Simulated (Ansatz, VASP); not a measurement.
## ZnCd2O3: VASP beside Ansatz

```
CELL_PARAMETERS angstrom
3.25862 0.00000 0.00000
-1.62931 2.82205 0.00000
0.00000 0.00000 8.06699
ATOMIC_POSITIONS crystal
Zn 0.00000 0.00000 0.00000
Cd 0.33333 0.66667 0.67626
Cd 0.66667 0.33333 0.32374
O 0.66667 0.33333 0.85570
O 0.00000 0.00000 0.50000
O 0.33333 0.66667 0.14430
```

Alike in both runs: task single point; functional LDA; k mesh 12 × 12 × 6; occupations gaussian, width 0.1 eV; no spin polarisation.

|  | VASP | Ansatz |
| --- | --- | --- |
| version | VASP 6.6.1 | Ansatz 0.2.0 |
| potentials or method | VASP PAW LDA potentials, release 64 (Zn, Cd, O), cutoff 520 eV | scalar-relativistic, plane waves, PAW |
| valence electrons in the cell | 54 | 70 |

```csv
,VASP,Ansatz,Ansatz less VASP
gap on the k mesh at the Fermi level (eV),none,none,-
pressure (GPa),-10.7,-12.1,-1.42
"traceless stress, the component that is largest in VASP (GPa)",0.06,0.00,-0.063
rms of the force components (eV/Å),0.012,0.007,-0.0052
```

LDA's correlation is that of Perdew and Zunger in VASP and of Perdew and Wang (1992) in Ansatz. Atom by atom the forces differ by 0.017 eV/Å (rms over components). A gap of «none» marks a metal or a gap that the smearing closes. VASP's potentials hold 54 valence electrons a cell and Ansatz's 70, so a difference there can come from the potentials and not from the codes.
